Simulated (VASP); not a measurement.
# SrAl2O2 (Cmmm) in VASP: a series of runs

Runs on SrAl2O2. Level: PBE. Tasks: single point, relaxation of cell and atoms.

All numbers are computed with VASP 6.6.1; they aren't measurements. Logs are shortened: lines on timing, memory, paths and dates and some standing lists are left out, and cuts for length are marked.

## (1) The cell of the first run

The structure is orthorhombic, space group Cmmm (No. 65). The conventional cell has a = 4.363 Å, b = 12.064 Å, c = 3.213 Å, α = 90.00°, β = 90.00°, γ = 90.00°. Within 3.4 Å of Sr (site symmetry mmm) lie 4 O at 2.57 Å and 2 Sr at 3.21 Å. Within 2.5 Å of Al (site symmetry m2m) lie 2 O at 1.85 Å. Within 2.6 Å of O (site symmetry m2m) lie 2 Al at 1.85 Å and 2 Sr at 2.57 Å.

## (2) Single point, PBE

Input file INCAR:

```
SYSTEM = SrAl2O2
ALGO     = Normal         ! electronic algorithm
EDIFF    = 1E-7           ! SCF threshold, eV
ENCUT    = 520            ! plane-wave cutoff, eV
GGA      = PE             ! functional
ISIF     = 2              ! what is computed and relaxed
ISMEAR   = 0              ! smearing method
LASPH    = .TRUE.         ! aspherical terms in the spheres
LCHARG   = .FALSE.        ! write CHGCAR
LREAL    = .FALSE.        ! projectors in reciprocal space
LWAVE    = .FALSE.        ! write WAVECAR
NBANDS   = 22             ! bands
NELM     = 100            ! most SCF steps
PREC     = Accurate       ! precision mode
SIGMA    = 0.1            ! smearing width, eV
```

Input file KPOINTS:

```
k-points
0
G
  4 4 6
  0 0 0
```

Input file POSCAR:

```
SrAl2O2
1.0
    2.1816331212     -6.0322085210      0.0000000000
    2.1816331212      6.0322085210      0.0000000000
    0.0000000000      0.0000000000      3.2128109583
Sr Al O
1 2 2
Direct
    0.5000000000      0.5000000000      0.0000000000
    0.8106661780      0.1893338220      0.5000000000
    0.1893338220      0.8106661780      0.5000000000
    0.8873136053      0.1126863947      0.0000000000
    0.1126863947      0.8873136053      0.0000000000
```

Potentials or basis: VASP PAW PBE potentials, release 64 (Sr_sv, Al, O).

On the command line:

```sh
$ cat potpaw_PBE.64/Sr_sv/POTCAR potpaw_PBE.64/Al/POTCAR potpaw_PBE.64/O/POTCAR > POTCAR
$ mpirun -np 1 vasp_std > vasp.out
```

OUTCAR:

```text
SYSTEM = SrAl2O2
   EDIFF = 1E-7
   ENCUT = 520
   GGA = PE
   ISIF = 2
   ISMEAR = 0
   LASPH = .TRUE.
   LREAL = .FALSE.
   NELM = 100
   PREC = Accurate

 ion  position               nearest neighbor table
   1  0.500  0.500  0.000-   5 2.57   4 2.57   5 2.57   4 2.57   3 3.54   2 3.54   3 3.54   3 3.54
                             3 3.54   2 3.54   2 3.54   2 3.54   2 4.08   3 4.08   2 4.08   3 4.08
   2  0.811  0.189  0.500-   4 1.85   4 1.85   3 2.63   3 2.63   1 3.54   1 3.54   1 3.54   1 3.54
                             1 4.08   1 4.08
   3  0.189  0.811  0.500-   5 1.85   5 1.85   2 2.63   2 2.63   1 3.54   1 3.54   1 3.54   1 3.54
                             1 4.08   1 4.08
   4  0.887  0.113  0.000-   2 1.85   2 1.85   1 2.57   1 2.57
   5  0.113  0.887  0.000-   3 1.85   3 1.85   1 2.57   1 2.57

  LATTYP: Found a base centered orthorhombic cell.
 ALAT       =     4.3632662424
 B/A-ratio  =     2.7649967643
 C/A-ratio  =     0.7363316332

  Lattice vectors:

 A1 = (   2.1816331212,  -6.0322085210,   0.0000000000)
 A2 = (   2.1816331212,   6.0322085210,   0.0000000000)
 A3 = (   0.0000000000,   0.0000000000,   3.2128109583)

Analysis of symmetry for initial positions (statically):
=====================================================================
 Subroutine PRICEL returns:
 Original cell was already a primitive cell.

 Routine SETGRP: Setting up the symmetry group for a
 base centered orthorhombic supercell.

 Subroutine GETGRP returns: Found  8 space group operations
 (whereof  8 operations were pure point group operations)
 out of a pool of  8 trial point group operations.

The static configuration has the point symmetry D_2h.

Analysis of symmetry for dynamics (positions and initial velocities):
=====================================================================
 Subroutine PRICEL returns:
 Original cell was already a primitive cell.

 Routine SETGRP: Setting up the symmetry group for a
 base centered orthorhombic supercell.

 Subroutine GETGRP returns: Found  8 space group operations
 (whereof  8 operations were pure point group operations)
 out of a pool of  8 trial point group operations.

The dynamic configuration has the point symmetry D_2h.

 Subroutine INISYM returns: Found  8 space group operations
 (whereof  8 operations are pure point group operations),
 and found     1 'primitive' translations

----------------------------------------------------------------------------------------

                                     Primitive cell

  volume of cell :      84.5616

  direct lattice vectors                    reciprocal lattice vectors
     2.181633121 -6.032208521  0.000000000     0.229186106 -0.082888381  0.000000000
     2.181633121  6.032208521  0.000000000     0.229186106  0.082888381  0.000000000
     0.000000000  0.000000000  3.212810958     0.000000000  0.000000000  0.311253918

  length of vectors
     6.414597627  6.414597627  3.212810958     0.243714495  0.243714495  0.311253918

  position of ions in fractional coordinates (direct lattice)
     0.500000000  0.500000000  0.000000000
     0.810666178  0.189333822  0.500000000
     0.189333822  0.810666178  0.500000000
     0.887313605  0.112686395  0.000000000
     0.112686395  0.887313605  0.000000000

  ion indices of the primitive-cell ions
   primitive index   ion index
                 1           1
                 2           2
                 3           3
                 4           4
                 5           5

----------------------------------------------------------------------------------------

 KPOINTS: k-points

Automatic generation of k-mesh.
 Grid dimensions read from file:
 generate k-points for:    4    4    6

 Generating k-lattice:

  Cartesian coordinates                     Fractional coordinates (reciprocal lattice)
     0.057296527 -0.020722095  0.000000000     0.250000000  0.000000000  0.000000000
     0.057296527  0.020722095  0.000000000     0.000000000  0.250000000  0.000000000
     0.000000000  0.000000000  0.051875653     0.000000000  0.000000000  0.166666667

  Length of vectors
     0.060928624  0.060928624  0.051875653

  Shift w.r.t. Gamma in fractional coordinates (k-lattice)
     0.000000000  0.000000000  0.000000000

 Subroutine IBZKPT returns following result:
 ===========================================

 Found     28 irreducible k-points:

 Following reciprocal coordinates:
            Coordinates               Weight
  0.000000  0.000000  0.000000      1.000000
  0.250000  0.000000  0.000000      4.000000
  0.500000  0.000000  0.000000      2.000000
  0.250000  0.250000  0.000000      2.000000
  0.500000  0.250000  0.000000      4.000000
 -0.250000  0.250000  0.000000      2.000000
[... 16 lines left out ...]
  0.250000  0.000000  0.500000      4.000000
  0.500000  0.000000  0.500000      2.000000
 [... further k-points ...]
[... 27 lines left out ...]
   TEBEG  =    0.0;   TEEND  =   0.0 temperature during run
   PSTRESS=    0.0 pullay stress
   NELECT =      28.0000    total number of electrons
   NUPDOWN=      -1.0000    fix difference up-down
   EMIN   =  10.00;   EMAX   =-10.00  energy-range for DOS
   EFERMI =   0.00;   METHOD = LEGACY
   ISMEAR =     0;   SIGMA  =   0.10  broadening in eV -4-tet -1-fermi 0-gaus
   EFERMI_NEDOS =   21; number of points for ismear=-14 and -15
   IALGO  =     38    algorithm
   IMIX   =      4    mixing-type and parameters
     AMIX     =   0.40;   BMIX     =  1.00
     AMIX_MAG =   1.60;   BMIX_MAG =  1.00
  volume/ion in A,a.u.               =      16.91       114.13
  Fermi-wavevector in a.u.,A,eV,Ry     =   1.132582  2.140270 17.452773  1.282743
  Thomas-Fermi vector in A             =   2.269284
   LORBIT       =      0    0 simple, 1 ext, 2 COOP (PROOUT), +10 PAW based schemes
   GGA     = PE    functional components
   LHFCALC =     F    Hartree Fock is set to
   AEXX    =    0.0000 exact exchange contribution
   IVDW    =     0    specifies the selected vdW correction
   LEPSILON=     F    determine dielectric tensor
   LRPA    =     F    only Hartree local field effects (RPA)
 non-spin polarized calculation
 Gauss-broadening in eV      SIGMA  =   0.10
  energy-cutoff  :      520.00
  volume of cell :       84.56
 maximum number of plane-waves:      2304
   NGX = 23   NGY = 23   NGZ = 11

 number of electron      27.9999995 magnetization

 Free energy of the ion-electron system (eV)
  ---------------------------------------------------
  ext. energy  EPLUGINS =         0.00000000
  ---------------------------------------------------
  free energy    TOTEN  =       -27.96165220 eV

  energy without entropy =      -27.95758509  energy(sigma->0) =      -27.95961865

 E-fermi :   5.3429     XC(G=0):  -9.5613

 val. band max:        5.0650708749   @ k =   0.5000   0.0000   0.0000
 cond. band min:       5.3781797249   @ k =   0.5000   0.5000   0.5000
 fundamental gap:      0.3131088500
 Fermi energy:         5.3428879391

 k-point     1 :       0.0000    0.0000    0.0000
  band No.  band energies     occupation
      1     -30.6476      2.00000
      2     -14.5725      2.00000
      3     -14.5535      2.00000
      4     -12.5686      2.00000
      5     -12.3011      2.00000
      6     -12.2806      2.00000
[... 14 lines left out ...]
     21      11.6579      0.00000
     22      11.7408      0.00000

 k-point     2 :       0.2500    0.0000    0.0000
  band No.  band energies     occupation
      1     -30.6436      2.00000
      2     -14.8258      2.00000
      3     -14.4463      2.00000
      4     -12.5008      2.00000
      5     -12.2763      2.00000
      6     -12.2285      2.00000
[... 14 lines left out ...]
     21      11.4879      0.00000
     22      11.5271      0.00000

 k-point     3 :       0.5000    0.0000    0.0000
  band No.  band energies     occupation
      1     -30.6395      2.00000
      2     -15.0272      2.00000
      3     -14.3182      2.00000
      4     -12.7200      2.00000
      5     -12.2720      2.00000
      6     -11.9326      2.00000
[... 14 lines left out ...]
     21      11.6538      0.00000
     22      12.0733      0.00000
[... 476 lines left out ...]
 k-point    23 :       0.2500    0.0000    0.5000
  band No.  band energies     occupation
      1     -30.4908      2.00000
      2     -14.4890      2.00000
      3     -14.1406      2.00000
      4     -13.5813      2.00000
      5     -12.3236      2.00000
      6     -12.0570      2.00000
[... 14 lines left out ...]
     21      11.6226      0.00000
     22      11.7210      0.00000

 k-point    24 :       0.5000    0.0000    0.5000
  band No.  band energies     occupation
      1     -30.4870      2.00000
      2     -14.6948      2.00000
      3     -14.0090      2.00000
      4     -13.5697      2.00000
      5     -12.5302      2.00000
      6     -11.7743      2.00000
[... 14 lines left out ...]
     21      11.8774      0.00000
     22      12.4158      0.00000

 [... further k-points ...]
[... 5 lines left out ...]
  --------------------------------------------------------------------------------------
  -------------------------------------------------------------------------------------
  Total        0.0436627      1.8277494     -0.1414484      0.0000000      0.0000000      0.0000000
  in kB        0.8272719     34.6301210     -2.6800046      0.0000000      0.0000000      0.0000000
  external PRESSURE =      10.9257961 kB  Pullay stress =       0.0000000 kB

 VOLUME and BASIS-vectors are now :
 -----------------------------------------------------------------------------
  energy-cutoff  :      520.00
  volume of cell :       84.56
      direct lattice vectors                 reciprocal lattice vectors
     2.181633121 -6.032208521  0.000000000     0.229186106 -0.082888381  0.000000000
     2.181633121  6.032208521  0.000000000     0.229186106  0.082888381  0.000000000
     0.000000000  0.000000000  3.212810958     0.000000000  0.000000000  0.311253918

 POSITION                                       TOTAL-FORCE (eV/Angst)
 -----------------------------------------------------------------------------------
      2.18163      0.00000      0.00000         0.000000      0.000000      0.000000
      2.18163     -3.74801      1.60641        -0.000000      0.016842      0.000000
      2.18163      3.74801      1.60641        -0.000000     -0.016842      0.000000
      2.18163     -4.67271      0.00000        -0.000000      0.241213      0.000000
      2.18163      4.67271      0.00000        -0.000000     -0.241213     -0.000000
 -----------------------------------------------------------------------------------
    total drift:                                0.000000      0.000000     -0.000000

  FREE ENERGIE OF THE ION-ELECTRON SYSTEM (eV)
  ---------------------------------------------------
  free  energy   TOTEN  =       -27.9616522017 eV

  energy  without entropy=      -27.9575850908  energy(sigma->0) =      -27.95961865
```

Run time: 37 s. Hardware: 1 thread of Intel Xeon Platinum 8488C (Sapphire Rapids), shared host; peak memory 0.25 GiB.

Results:

```yaml
Free_energy: -27.9617 eV
Pressure: 1.1 GPa
Largest_force: 0.241 eV/Å
Band_gap_on_the_k_mesh: zero (bands 14 and 15 overlap by 1.35 eV)
```

Forces in eV/Å, atoms in the order of the input:
```
Sr   0.000  0.000  0.000
Al   0.000  0.017  0.000
Al   0.000 -0.017  0.000
O    0.000  0.241  0.000
O    0.000 -0.241  0.000
```

Caveat: the k points lie up to 0.38 Å⁻¹ apart, too coarse for converged energies and pressures of a metal.

## (3) Single point, PBE

This run uses another cell than the first one, of 17.22 Å³/atom.

Input file INCAR:

```
PREC     = Accurate       # precision mode
ENCUT    = 520            # plane-wave cutoff, eV
EDIFF    = 1E-6           # SCF threshold, eV
ISMEAR   = 0              # smearing method
SIGMA    = 0.1            # smearing width, eV
LREAL    = False          # projectors in reciprocal space
LASPH    = True           # aspherical terms in the spheres
NELM     = 80             # most SCF steps
ALGO     = Normal         # electronic algorithm
ISIF     = 2              # what is computed and relaxed
LWAVE    = False          # write WAVECAR
LCHARG   = False          # write CHGCAR
GGA      = PE             # functional
NBANDS   = 22             # bands
```

Input file KPOINTS:

```
regular mesh
0
Gamma
  4 4 6
```

Input file POSCAR:

```
SrAl2O2
1.0
    2.0959861628     -6.4634740385      0.0000000000
    2.0959861628      6.4634740385      0.0000000000
    0.0000000000      0.0000000000      3.1783610654
Sr Al O
1 2 2
Direct
    0.5000000000      0.5000000000      0.0000000000
    0.8112156413      0.1887843587      0.5000000000
    0.1887843587      0.8112156413      0.5000000000
    0.8868013510      0.1131986490      0.0000000000
    0.1131986490      0.8868013510      0.0000000000
```

Potentials or basis: VASP PAW PBE potentials, release 64 (Sr_sv, Al, O).

On the command line:

```sh
$ cat potpaw_PBE.64/Sr_sv/POTCAR potpaw_PBE.64/Al/POTCAR potpaw_PBE.64/O/POTCAR > POTCAR
$ mpirun -np 1 vasp_std > vasp.out
```

It took 47 s on 1 thread of Intel Xeon Platinum 8488C (Sapphire Rapids), shared host; peak memory 0.28 GiB.

It converged, with:

| Property | Result |
| --- | --- |
| Free energy | -28.0310 eV |
| Pressure | 0.1 GPa |
| Largest force | 0.037 eV/Å |
| Band gap on the k mesh | zero (bands 14 and 15 overlap by 1.74 eV) |

Forces on the atoms (eV/Å):
```
Sr   0.000  0.000  0.000
Al   0.000  0.010  0.000
Al   0.000 -0.010  0.000
O    0.000  0.037  0.000
O    0.000 -0.037  0.000
```

Stress tensor (GPa, compression positive):
```
 0.21  0.00  0.00
 0.00  0.25  0.00
 0.00  0.00 -0.03
```

Levels at points of the mesh, in eV from the Fermi level:
```csv
k point,band 11,band 12,band 13,band 14,band 15,band 16,band 17,band 18
"(0.00, 0.00, 0.00)",-4.76,-4.62,-4.26,-0.71,-0.02,1.16,2.92,3.81
"(0.50, 0.00, 0.00)",-5.25,-5.07,-2.26,-2.18,-0.36,1.85,2.20,4.26
"(0.50, 0.50, 0.00)",-5.36,-4.94,-2.93,-1.99,0.78,1.27,3.09,3.44
"(0.00, 0.00, 0.50)",-4.38,-4.15,-3.11,0.61,0.64,1.32,1.36,3.72
"(0.50, 0.00, 0.50)",-4.69,-4.37,-2.52,-2.14,0.77,1.45,2.39,2.63
"(0.50, 0.50, 0.50)",-4.84,-4.29,-2.98,0.62,1.33,1.44,2.38,2.70
```

Caveat: the k points lie up to 0.39 Å⁻¹ apart, too coarse for converged energies and pressures of a metal.

## (4) Relaxation of cell and atoms, PBE

Input file INCAR:

```
SYSTEM = SrAl2O2
ALGO     = Normal         ! electronic algorithm
EDIFF    = 1E-6           ! SCF threshold, eV
EDIFFG   = -0.04          ! ionic threshold
ENCUT    = 600            ! plane-wave cutoff, eV
GGA      = PE             ! functional
IBRION   = 2              ! ionic algorithm
ISIF     = 3              ! what is computed and relaxed
ISMEAR   = 0              ! smearing method
LASPH    = .True.         ! aspherical terms in the spheres
LCHARG   = .False.        ! write CHGCAR
LREAL    = .False.        ! projectors in reciprocal space
LWAVE    = .False.        ! write WAVECAR
NELM     = 60             ! most SCF steps
NSW      = 90             ! ionic steps
PREC     = Accurate       ! precision mode
SIGMA    = 0.1            ! smearing width, eV
```

Input file KPOINTS:

```
k-points
0
Gamma
  4 4 6
  0 0 0
```

Input file POSCAR:

```
SrAl2O2
1.0
    2.1816331212     -6.0322085210      0.0000000000
    2.1816331212      6.0322085210      0.0000000000
    0.0000000000      0.0000000000      3.2128109583
Sr Al O
1 2 2
Direct
    0.5000000000      0.5000000000      0.0000000000
    0.8106661780      0.1893338220      0.5000000000
    0.1893338220      0.8106661780      0.5000000000
    0.8873136053      0.1126863947      0.0000000000
    0.1126863947      0.8873136053      0.0000000000
```

On the command line:

```sh
$ cat potpaw_PBE.64/Sr_sv/POTCAR potpaw_PBE.64/Al/POTCAR potpaw_PBE.64/O/POTCAR > POTCAR
$ mpirun -np 1 vasp_std > vasp.out
```

It took 4.6 min on 1 thread of Intel Xeon Platinum 8488C (Sapphire Rapids), shared host; peak memory 0.31 GiB.

Results (log left out):

| Property | Result |
| --- | --- |
| Free energy | -28.0349 eV |
| Relaxed volume | 17.22 Å³/atom |
| Relaxed cell | a = 6.780 Å, b = 6.780 Å, c = 3.183 Å, α = 90.00°, β = 90.00°, γ = 143.96° |
| Space group after relaxing (to 0.1 Å) | Cmmm (No. 65) |
| Energy gained by relaxing | 13.6 meV/atom |
| Ionic steps | 8 |
| Pressure after relaxing | 0.2 GPa |
| Largest force after relaxing | 0.016 eV/Å |
| Band gap on the k mesh | zero (bands 14 and 15 overlap by 1.71 eV) |

Forces on the atoms (eV/Å):
```
Sr   0.000  0.000  0.000
Al   0.000 -0.014  0.000
Al   0.000  0.014  0.000
O    0.000 -0.016  0.000
O    0.000  0.016  0.000
```

Stress tensor (GPa, compression positive):
```
 0.23  0.00  0.00
 0.00  0.34  0.00
 0.00  0.00 -0.09
```

Step by step:
```
step  energy change (eV)  largest force (eV/Å)  pressure (GPa)  volume (Å³)
   1              0.0000                0.2429            1.01        84.56
   2             -0.0276                0.0741            0.13        85.86
   3             -0.0374                0.1502           -0.84        87.46
   4             -0.0563                0.0985           -0.66        87.15
   5             -0.0602                0.1971           -0.52        86.93
   6             -0.0646                0.1513            0.52        85.89
   7             -0.0647                0.1457            0.44        85.96
   8             -0.0680                0.0161            0.16        86.09
```

Final structure:
```
CELL_PARAMETERS angstrom
2.09725 -6.44749 0.00000
2.09725 6.44749 0.00000
0.00000 0.00000 3.18323
ATOMIC_POSITIONS crystal
Sr 0.50000 0.50000 0.00000
Al 0.81091 0.18909 0.50000
Al 0.18909 0.81091 0.50000
O 0.88622 0.11378 0.00000
O 0.11378 0.88622 0.00000
```

Levels at points of the mesh, in eV from the Fermi level:
| k point | band 12 | band 13 | band 14 | band 15 | band 16 | band 17 |
| --- | --- | --- | --- | --- | --- | --- |
| (0.00, 0.00, 0.00) | -4.61 | -4.25 | -0.69 | -0.02 | 1.17 | 2.95 |
| (0.50, 0.00, 0.00) | -5.06 | -2.24 | -2.16 | -0.36 | 1.85 | 2.21 |
| (0.50, 0.50, 0.00) | -4.94 | -2.92 | -1.98 | 0.78 | 1.27 | 3.10 |
| (0.00, 0.00, 0.50) | -4.14 | -3.10 | 0.61 | 0.68 | 1.33 | 1.34 |
| (0.50, 0.00, 0.50) | -4.36 | -2.52 | -2.14 | 0.80 | 1.45 | 2.42 |
| (0.50, 0.50, 0.50) | -4.28 | -2.97 | 0.61 | 1.38 | 1.46 | 2.36 |

Caveat: the k points lie up to 0.39 Å⁻¹ apart in the final cell, too coarse for converged energies and pressures of a metal.

## (5) Summary

| task | cell | cutoff (eV) | gap on the mesh (eV) | pressure (GPa) | largest force (eV/Å) |
| --- | --- | --- | --- | --- | --- |
| single point | a = 6.415, b = 6.415, c = 3.213 Å, angles 90.0, 90.0, 140.2°, 5 atoms | 520 | none | 1.1 | 0.24 |
| single point | a = 6.795, b = 6.795, c = 3.178 Å, angles 90.0, 90.0, 144.1°, 5 atoms | 520 | none | 0.1 | 0.04 |
| relaxation of cell and atoms | relaxed from a = 6.415, b = 6.415, c = 3.213 Å, angles 90.0, 90.0, 140.2°, 5 atoms | 600 | none | 0.2 | 0.02 |

Alike in all rows: level PBE; potentials or basis VASP PAW PBE potentials, release 64 (Sr_sv, Al, O); no spin polarisation; k mesh 4 × 4 × 6; smearing gaussian 0.1 eV.

Caveats: all runs use coarse meshes.

Total energies depend on the potentials used, so only differences within one code and one set of settings carry meaning.
